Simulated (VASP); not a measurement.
# MoS2 in VASP: a series of runs

MoS2 is run at these levels: PBE+D3(BJ); tasks: single point.

Everything below comes from runs of VASP 6.6.1. Logs are shortened: lines on timing, memory, paths and dates and some standing lists are left out, and cuts for length are marked.

## 1. The cell of the first run

The cell holds a slab with vacuum, 3 atoms: a = 3.185 Å, b = 3.185 Å, c = 20.102 Å, α = 90.00°, β = 90.00°, γ = 120.00°.

## 2. Single point, PBE+D3(BJ), collinear spin

INCAR

```
SYSTEM = MoS2
ALGO = Normal
DIPOL = 0.5 0.5 0.500
EDIFF = 1E-6
ENCUT = 520
GGA = PE
IDIPOL = 3
ISIF = 2
ISMEAR = 0
ISPIN = 2
IVDW = 12
LASPH = .True.
LCHARG = .False.
LDIPOL = .True.
LMAXMIX = 4
LORBIT = 11
LREAL = .False.
LWAVE = .False.
MAGMOM = 0 0 1
NBANDS = 24
NELM = 150
PREC = Accurate
SIGMA = 0.05
```

KPOINTS

```
k-points
0
Gamma
  12 12 1
  0 0 0
```

POSCAR

```
MoS2
1.0
    3.1845414600      0.0000000000      0.0000000000
   -1.5922707300      2.7578938000      0.0000000000
    0.0000000000      0.0000000000     20.1015650214
S Mo
2 1
Direct
    0.6666666700      0.3333333400      0.4228526481
    0.6666666700      0.3333333400      0.5771473519
    0.3333333300      0.6666666600      0.4999709325
```

Potentials or basis: VASP PAW PBE potentials, release 64 (S, Mo_sv).

The run is started by

```
$ cat potpaw_PBE.64/S/POTCAR potpaw_PBE.64/Mo_sv/POTCAR > POTCAR
$ mpirun -np 1 vasp_std > vasp.out
```

OUTCAR:

```text
SYSTEM = MoS2
   EDIFF = 1E-6
   ENCUT = 520
   GGA = PE
   ISIF = 2
   ISMEAR = 0
   ISPIN = 2
   IVDW = 12
   LASPH = .True.
   LORBIT = 11
   LREAL = .False.
   NELM = 150
   PREC = Accurate
 IVDW          = 12

 ion  position               nearest neighbor table
   1  0.667  0.333  0.423-   3 2.40   3 2.40   3 2.40
   2  0.667  0.333  0.577-   3 2.41   3 2.41   3 2.41
   3  0.333  0.667  0.500-   1 2.40   1 2.40   1 2.40   2 2.41   2 2.41   2 2.41

  LATTYP: Found a hexagonal cell.
 ALAT       =     3.1845414600
 C/A-ratio  =     6.3122321609

  Lattice vectors:

 A1 = (   3.1845414600,   0.0000000000,   0.0000000000)
 A2 = (  -1.5922707300,   2.7578938000,   0.0000000000)
 A3 = (   0.0000000000,   0.0000000000,  20.1015650214)

Analysis of symmetry for initial positions (statically):
=====================================================================
 Subroutine PRICEL returns:
 Original cell was already a primitive cell.

 Routine SETGRP: Setting up the symmetry group for a
 hexagonal supercell.

 Subroutine GETGRP returns: Found  6 space group operations
 (whereof  6 operations were pure point group operations)
 out of a pool of 24 trial point group operations.

The static configuration has the point symmetry C_3v.

Analysis of symmetry for dynamics (positions and initial velocities):
=====================================================================
 Subroutine PRICEL returns:
 Original cell was already a primitive cell.

 Routine SETGRP: Setting up the symmetry group for a
 hexagonal supercell.

 Subroutine GETGRP returns: Found  6 space group operations
 (whereof  6 operations were pure point group operations)
 out of a pool of 24 trial point group operations.

The dynamic configuration has the point symmetry C_3v.

Analysis of structural, dynamic, and magnetic symmetry:
=====================================================================
 Subroutine PRICEL returns:
 Original cell was already a primitive cell.

 Routine SETGRP: Setting up the symmetry group for a
 hexagonal supercell.

 Subroutine GETGRP returns: Found  6 space group operations
 (whereof  6 operations were pure point group operations)
 out of a pool of 24 trial point group operations.

The overall configuration has the point symmetry C_3v.

 Subroutine INISYM returns: Found  6 space group operations
 (whereof  6 operations are pure point group operations),
 and found     1 'primitive' translations

----------------------------------------------------------------------------------------

                                     Primitive cell

  volume of cell :     176.5446

  direct lattice vectors                    reciprocal lattice vectors
     3.184541460  0.000000000  0.000000000     0.314016951  0.181297772  0.000000000
    -1.592270730  2.757893800  0.000000000     0.000000000  0.362595543  0.000000000
     0.000000000  0.000000000 20.101565021     0.000000000  0.000000000  0.049747370

  length of vectors
     3.184541460  3.184541457 20.101565021     0.362595543  0.362595543  0.049747370

  position of ions in fractional coordinates (direct lattice)
     0.666666670  0.333333340  0.422852648
     0.666666670  0.333333340  0.577147352
     0.333333330  0.666666660  0.499970932

  ion indices of the primitive-cell ions
   primitive index   ion index
                 1           1
                 2           2
                 3           3

----------------------------------------------------------------------------------------

 KPOINTS: k-points

Automatic generation of k-mesh.
 Grid dimensions read from file:
 generate k-points for:   12   12    1

 Generating k-lattice:

  Cartesian coordinates                     Fractional coordinates (reciprocal lattice)
     0.026168079  0.015108148  0.000000000     0.083333333  0.000000000  0.000000000
     0.000000000  0.030216295  0.000000000     0.000000000  0.083333333  0.000000000
     0.000000000  0.000000000  0.049747370     0.000000000  0.000000000  1.000000000

  Length of vectors
     0.030216295  0.030216295  0.049747370

  Shift w.r.t. Gamma in fractional coordinates (k-lattice)
     0.000000000  0.000000000  0.000000000

 Subroutine IBZKPT returns following result:
 ===========================================

 Found     19 irreducible k-points:

 Following reciprocal coordinates:
            Coordinates               Weight
  0.000000  0.000000  0.000000      1.000000
  0.083333  0.000000  0.000000      6.000000
  0.166667  0.000000  0.000000      6.000000
  0.250000  0.000000  0.000000      6.000000
  0.333333  0.000000  0.000000      6.000000
  0.416667  0.000000  0.000000      6.000000
[... 11 lines left out ...]
  0.333333  0.250000  0.000000     12.000000
  0.333333  0.333333  0.000000      2.000000
   k-points           NKPTS =     19   k-points in BZ     NKDIM =     19   number of bands    NBANDS=     24
   number of dos      NEDOS =    301   number of ions     NIONS =      3
   total plane-waves  NPLWV =  86400
   dimension x,y,z NGX =    24 NGY =   24 NGZ =  150
   dimension x,y,z NGXF=    48 NGYF=   48 NGZF=  300
   ions per type =               2   1
   NGX,Y,Z   is equivalent  to a cutoff of  12.53, 12.53, 12.41 a.u.
   NGXF,Y,Z  is equivalent  to a cutoff of  25.06, 25.06, 24.81 a.u.
 SYSTEM =  MoS2
   PREC   = accura    normal or accurate (medium, high low for compatibility)
   ISTART =      0    job   : 0-new  1-cont  2-samecut
   ICHARG =      2    charge: 1-file 2-atom 10-const
   ISPIN  =      2    spin polarized calculation?
   LNONCOLLINEAR =      F non collinear calculations
   LSORBIT =      F    spin-orbit coupling
   LASPH  =      T    aspherical Exc in radial PAW
   ENCUT  =  520.0 eV  38.22 Ry    6.18 a.u.   5.92  5.92 37.38*2*pi/ulx,y,z
   NELM   =    150;   NELMIN=  2; NELMDL= -5     # of ELM steps
   EDIFF  = 0.1E-05   stopping-criterion for ELM
   LREAL  =      F    real-space projection
   EDIFFG = 0.1E-04   stopping-criterion for IOM
   NSW    =      0    number of steps for IOM
   IBRION =     -1    ionic relax: 0-MD 1-quasi-New 2-CG
   NFREE  =      0    steps in history (QN), initial steepest desc. (CG)
   ISIF   =      2    stress and relaxation
   ISYM   =      2    0-nonsym 1-usesym 2-fastsym
   POTIM  = 0.5000    time-step for ionic-motion
   TEBEG  =    0.0;   TEEND  =   0.0 temperature during run
   PSTRESS=    0.0 pullay stress
   NELECT =      26.0000    total number of electrons
   NUPDOWN=      -1.0000    fix difference up-down
   EMIN   =  10.00;   EMAX   =-10.00  energy-range for DOS
   EFERMI =   0.00;   METHOD = LEGACY
   ISMEAR =     0;   SIGMA  =   0.05  broadening in eV -4-tet -1-fermi 0-gaus
   EFERMI_NEDOS =   21; number of points for ismear=-14 and -15
   IALGO  =     38    algorithm
   IMIX   =      4    mixing-type and parameters
     AMIX     =   0.40;   BMIX     =  1.00
     AMIX_MAG =   1.60;   BMIX_MAG =  1.00
  volume/ion in A,a.u.               =      58.85       397.13
  Fermi-wavevector in a.u.,A,eV,Ry     =   0.864532  1.633729 10.169211  0.747416
  Thomas-Fermi vector in A             =   1.982643
   LORBIT       =     11    0 simple, 1 ext, 2 COOP (PROOUT), +10 PAW based schemes
   GGA     = PE    functional components
   LHFCALC =     F    Hartree Fock is set to
   AEXX    =    0.0000 exact exchange contribution
   IVDW    =    12    specifies the selected vdW correction
   LEPSILON=     F    determine dielectric tensor
   LRPA    =     F    only Hartree local field effects (RPA)
 spin polarized calculation
 Gauss-broadening in eV      SIGMA  =   0.05
  energy-cutoff  :      520.00
  volume of cell :      176.54
 maximum number of plane-waves:      4794
 NGX is ok and might be reduce to    24
   NGX = 11   NGY = 11   NGZ = 75

 dipolmoment           0.000000      0.000000      0.000061 electrons x Angstroem

 number of electron      26.0000000 magnetization       0.0000491

 number of electron      26.0000000 magnetization      -0.0000199

 dipolmoment           0.000000      0.000000     -0.000042 electrons x Angstroem

 Free energy of the ion-electron system (eV)
  ---------------------------------------------------
  ext. energy  EPLUGINS =         0.00000000
  ---------------------------------------------------
  free energy    TOTEN  =       -21.85039052 eV

  energy without entropy =      -21.85039052  energy(sigma->0) =      -21.85039052

 E-fermi :  -1.6242     XC(G=0):  -3.7761

 val. band max:       -2.0157886738   @ k =   0.0000   0.0000   0.0000
 cond. band min:      -0.4229529448   @ k =   0.3333   0.3333   0.0000
 fundamental gap:      1.5928357289
 Fermi energy:        -1.6241816590

 spin component 1

 k-point     1 :       0.0000    0.0000    0.0000
  band No.  band energies     occupation
      1     -62.9184      1.00000
      2     -37.0597      1.00000
      3     -36.8601      1.00000
      4     -36.8601      1.00000
      5     -16.1584      1.00000
      6     -14.8193      1.00000
[... 502 lines left out ...]
     23       9.6031      0.00000
     24       9.6084      0.00000
 Fermi energy:        -1.6241816590

 spin component 2

 k-point     1 :       0.0000    0.0000    0.0000
  band No.  band energies     occupation
      1     -62.9184      1.00000
      2     -37.0597      1.00000
      3     -36.8601      1.00000
      4     -36.8601      1.00000
      5     -16.1584      1.00000
      6     -14.8193      1.00000
[... 502 lines left out ...]
     23       9.5993      0.00000
     24       9.6084      0.00000

------------------------ aborting loop because EDIFF is reached ----------------------------------------

 vacuum level on the upper side and lower side of the slab       (xc-potential included)        -0.003        -0.003

 Edisp (eV)   -0.94283

 E8    (eV) :    -0.4078

  FORCE on cell =-STRESS in cart. coord.  units (eV):
  Direction    XX          YY          ZZ          XY          YZ          ZX
  --------------------------------------------------------------------------------------
  -------------------------------------------------------------------------------------
  Total      -0.77841    -0.77841     0.31586    -0.00000     0.00000     0.00000
  in kB      -7.06427    -7.06427     2.86649    -0.00000     0.00000     0.00000
  external pressure =       -3.75 kB  Pullay stress =        0.00 kB

 VOLUME and BASIS-vectors are now :
 -----------------------------------------------------------------------------
  energy-cutoff  :      520.00
  volume of cell :      176.54
      direct lattice vectors                 reciprocal lattice vectors
     3.184541460  0.000000000  0.000000000     0.314016951  0.181297772  0.000000000
    -1.592270730  2.757893800  0.000000000     0.000000000  0.362595543  0.000000000
     0.000000000  0.000000000 20.101565021     0.000000000  0.000000000  0.049747370

 POSITION                                       TOTAL-FORCE (eV/Angst)
 -----------------------------------------------------------------------------------
      1.59227      0.91930      8.50000        -0.000000      0.000000     -0.120259
      1.59227      0.91930     11.60157        -0.000000      0.000000      0.102419
      0.00000      1.83860     10.05020         0.000000     -0.000000      0.017840
 -----------------------------------------------------------------------------------
    total drift:                               -0.000000      0.000015      0.000010

  FREE ENERGIE OF THE ION-ELECTRON SYSTEM (eV)
  ---------------------------------------------------
  free  energy   TOTEN  =       -22.7932211946 eV

  energy  without entropy=      -22.7932211946  energy(sigma->0) =      -22.79322119

 vacuum level on the upper side and lower side of the slab         3.870         3.870

 total charge

# of ion       s       p       d       tot
------------------------------------------
    1        1.363   2.343   0.000   3.705
    2        1.363   2.342   0.000   3.705
    3        2.291   6.219   3.942  12.452
--------------------------------------------------
tot          5.016  10.904   3.942  19.862

 magnetization (x)

# of ion       s       p       d       tot
------------------------------------------
    1        0.000   0.000   0.000   0.000
    2        0.000   0.000   0.000   0.000
    3       -0.000  -0.000  -0.000  -0.000
--------------------------------------------------
tot          0.000   0.000  -0.000   0.000
```

Wall time 5.6 min (1 thread of AMD EPYC 7R13, shared host); peak memory 0.38 GiB.

What came out:

| Quantity | Value |
| --- | --- |
| Free energy | -22.7932 eV |
| Largest force | 0.120 eV/Å |
| Band gap on the k mesh | 1.59 eV (least direct gap 1.66 eV) |
| Net moment | 0.00 μB per cell |
| Valence electrons inside the program's atomic spheres | S 3.71; Mo 12.45 |
| Dispersion energy per atom | -0.314 eV |

Forces in eV/Å, atoms in the order of the input:
```
S    0.000  0.000 -0.120
S    0.000  0.000  0.102
Mo   0.000  0.000  0.018
```

(Continued in part 2 of 2.)
